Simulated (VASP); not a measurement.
A run of VASP 6.6.1 is set up as follows.

INCAR

```
SYSTEM = SnSe2
PREC     = Accurate       ! precision mode
ENCUT    = 520            ! plane-wave cutoff, eV
EDIFF    = 1E-7           ! SCF threshold, eV
ISMEAR   = 0              ! smearing method
SIGMA    = 0.02           ! smearing width, eV
LREAL    = .False.        ! projectors in reciprocal space
LASPH    = .True.         ! aspherical terms in the spheres
NELM     = 80             ! most SCF steps
ALGO     = Normal         ! electronic algorithm
ISIF     = 2              ! what is computed and relaxed
LWAVE    = .False.        ! write WAVECAR
LCHARG   = .True.         ! write CHGCAR
GGA      = PE             ! functional
LELF     = .True.         ! ELF
LVHAR    = .True.       
NBANDS   = 20             ! bands
```

Contents of KPOINTS:

```
Automatic mesh
0
Gamma
  12 12 4
  0 0 0
```

POSCAR

```
SnSe2
1.0
    3.9491057594      0.0000000000      0.0000000000
   -1.9745528797      3.3362017454      0.0000000000
    0.0000000000      0.0000000000      6.9362455209
Sn Se
1 2
Direct
    0.0000000000      0.0000000000      0.0000000000
    0.6666666667      0.3333333333      0.7712614522
    0.3333333333      0.6666666667      0.2287385478
```

Potentials or basis: VASP PAW PBE potentials, release 64 (Sn_d, Se).

Launch:

```console
$ cat potpaw_PBE.64/Sn_d/POTCAR potpaw_PBE.64/Se/POTCAR > POTCAR
$ mpirun -np 1 vasp_std > vasp.out
```

Problem. Predict the largest force.

Solution. 0.008 eV/Å.

Problem. What does it give for the pressure?

Solution. -0.5 GPa.

Problem. What does it give for the band gap on the k mesh?

Solution. 0.62 eV, indirect (least direct gap 1.08 eV).

Stress tensor (GPa, compression positive):
```
-1.42  0.00  0.00
 0.00  0.04  0.04
 0.00  0.04  0.00
```

Caveat: the cell differs from its parent crystal (uniaxial strain along a: +2.0 %); spin-orbit coupling is left out, which moves the levels of the heavy elements; this functional lacks dispersion, which binds the layers, so the pressure and a relaxed spacing across them are unreliable. A k mesh can miss the band edges.
